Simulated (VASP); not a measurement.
Crystal: PbO2.

```
CELL_PARAMETERS angstrom
0.00000 2.70199 2.70199
2.70199 0.00000 2.70199
2.70199 2.70199 0.00000
ATOMIC_POSITIONS crystal
Pb 0.00000 0.00000 0.00000
O 0.25000 0.25000 0.25000
O 0.75000 0.75000 0.75000
```

Base run:

| Quantity | Value |
| --- | --- |
| Program | VASP 6.6.1 |
| Functional | PBE |
| Potentials or basis | VASP PAW PBE potentials, release 64 (Pb_d, O) |
| Cutoff | 600 eV |
| k mesh | 6 × 6 × 6 |
| Occupations | gaussian, width 0.1 eV |
| Spin | no spin polarisation |
| Hubbard terms | O p U = 8.4 eV |

Its results: band gap on the k mesh zero (bands 13 and 14 overlap by 1.17 eV); pressure -3.0 GPa.

After a change of settings the same cell gave: band gap on the k mesh zero (filled and empty bands touch); pressure 87.3 GPa. Which change was it?
A. k mesh from 6 × 6 × 6 to 4 × 4 × 4; hubbard terms from O p U = 8.4 eV to none
B. k mesh from 6 × 6 × 6 to 1 × 1 × 1; hubbard terms from O p U = 8.4 eV to O p U = 8.7 eV
C. occupations from gaussian, width 0.1 eV to fermi-dirac, width 0.25852 eV; hubbard terms from O p U = 8.4 eV to none
D. hubbard terms from O p U = 8.4 eV to O p U = 6.2 eV

B.

Caveats: some runs use coarse meshes; spin-orbit coupling is left out, which moves the levels of the heavy elements; U without spin polarisation on a metal has little footing; semilocal functionals underestimate gaps, so a narrow gap can read as zero (at least some runs).
